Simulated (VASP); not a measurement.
Wanted: the native input for a VASP 6.6.1 run.

- Task: single point
- Functional: PBE
- Dispersion: D3(BJ)
- Potentials or basis: VASP PAW PBE potentials, release 64 (Si, Ti_sv)
- Cutoff: 520 eV
- k mesh: 2 × 2 × 2
- Occupations: fermi-dirac, width 0.02 eV
- Spin: no spin polarisation
- Dipole correction: no
- Further INCAR settings: LREAL = Auto; ALGO = Normal; EDIFF = 1e-06; NBANDS = 52

The structure of TiSi16 (a cell with a defect) lies in POSCAR:

```
TiSi16
1.0
    0.0000000000      5.4300000000      5.4300000000
    5.4300000000      0.0000000000      5.4300000000
    5.4300000000      5.4300000000      0.0000000000
Si Ti
16 1
Direct
   -0.0123878453      0.0037482505      0.0035534070
    0.1220419890      0.1277576427      0.1275314917
    0.0019342541     -0.0049495396      0.5007813996
    0.1218621547      0.1277706262      0.6213011971
    0.0019598527      0.5009883978     -0.0052020258
    0.1219638122      0.6214030387      0.1275571823
    0.0018656538      0.5009954880      0.5008109576
    0.1255942910      0.6244732965      0.6242055249
    0.5046604972      0.0035814917      0.0033897790
    0.6248872007      0.1245956722      0.1247402394
    0.5043558932      0.0037004604      0.4873142726
    0.6288197974      0.1277448435      0.6211188766
    0.5044477901      0.4872376611      0.0035965930
    0.6288338858      0.6212174954      0.1275349908
    0.4961668508      0.5009436464      0.5007640884
    0.6286444751      0.6212382136      0.6212378453
    0.3751384899      0.8745907919      0.8745661142
```

One way to write it, as run:

INCAR

```
SYSTEM = TiSi16
  ALGO = Normal
  EDIFF = 1E-6
  ENCUT = 520
  GGA = PE
  ISIF = 2
  ISMEAR = -1
  IVDW = 12
  LASPH = .True.
  LCHARG = .False.
  LREAL = Auto
  LWAVE = .False.
  NBANDS = 52
  NELM = 60
  PREC = Accurate
  SIGMA = 0.02
```

KPOINTS

```
k-points
0
Gamma
  2 2 2
  0 0 0
```

Potentials or basis: VASP PAW PBE potentials, release 64 (Si, Ti_sv).

Command:

```sh
$ cat potpaw_PBE.64/Si/POTCAR potpaw_PBE.64/Ti_sv/POTCAR > POTCAR
$ mpirun -np 1 vasp_std > vasp.out
```

It gave:

* Pressure: 0.9 GPa
* Largest force: 0.007 eV/Å
* Band gap on the k mesh: zero (bands 38 and 39 overlap by 0.43 eV)
* Dispersion energy per atom: -0.343 eV

Caveat: the k points lie up to 0.50 Å⁻¹ apart.

Run time: 6.2 min on 1 thread of Intel Xeon 8259CL, with other jobs on the host, peak memory 0.49 GiB.
